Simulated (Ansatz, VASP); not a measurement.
## One calculation of SnTe, two programs

```
Te Sn
1.0
     3.82499    0.00000    0.00000
     0.00000    3.82499    0.00000
     0.00000    0.00000    3.82499
Te Sn
1 1
Direct
  0.50000 0.50000 0.50000
  0.00000 0.00000 0.00000
```

Change from the starting cell: volume scaled by 0.94.

Alike in both runs: task single point; functional PBEsol; k mesh 7 × 7 × 7; occupations fermi-dirac, width 0.05 eV; no spin polarisation.

```csv
,VASP,Ansatz
version,VASP 6.6.1,Ansatz 0.2.0
potentials or method,"VASP PAW PBE potentials, release 64 (Te, Sn_d), cutoff 520 eV","all-electron LAPW, scalar-relativistic"
```

|  | VASP | Ansatz | Ansatz less VASP |
| --- | --- | --- | --- |
| gap on the k mesh at the Fermi level (eV) | none | none | - |
| pressure (GPa) | -1.6 | -1.6 | +0.02 |

VASP's potentials were made for PBE, not for PBEsol. A gap of «none» marks a metal or a gap that the smearing closes. Ansatz ran all-electron here, and VASP with PAW potentials.

Spin-orbit coupling is off throughout.
